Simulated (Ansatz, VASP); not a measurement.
**Te2Mo in VASP and in Ansatz**

```
CELL_PARAMETERS angstrom
1.73794 1.02388 7.10414
-1.73794 1.02388 7.10414
0.00000 -2.04776 7.10414
ATOMIC_POSITIONS crystal
Mo 0.00095 0.00095 0.99798
Te 0.41739 0.41739 0.41916
Te 0.24832 0.24832 0.24953
```

Change from the starting cell: uniaxial_x strain -2.0%.

Alike in both runs: task single point; functional PBE; k mesh 8 × 8 × 8; occupations fermi-dirac, width 0.02 eV; no spin polarisation.

```csv
,VASP,Ansatz
version,VASP 6.6.1,Ansatz 0.2.0
potentials or method,"VASP PAW PBE potentials, release 64 (Mo_sv, Te)","plane waves, PAW"
plane-wave cutoff (eV),500,420
valence electrons in the cell,26,46
```

```tsv
	VASP	Ansatz	Ansatz less VASP
gap on the k mesh at the Fermi level (eV)	0.92	0.93	+0.004
pressure (GPa)	3.2	3.2	-0.02
traceless stress, the component that is largest in VASP (GPa)	-1.02	-0.99	+0.027
rms of the force components (eV/Å)	0.104	0.097	-0.0065
```

Atom by atom the forces differ by 0.007 eV/Å (rms over components). With one functional, cell and mesh, what is left measures potentials, basis and numerics. VASP's potentials hold 26 valence electrons a cell and Ansatz's 46, so a difference there can come from the potentials and not from the codes.

Spin-orbit coupling is off throughout.
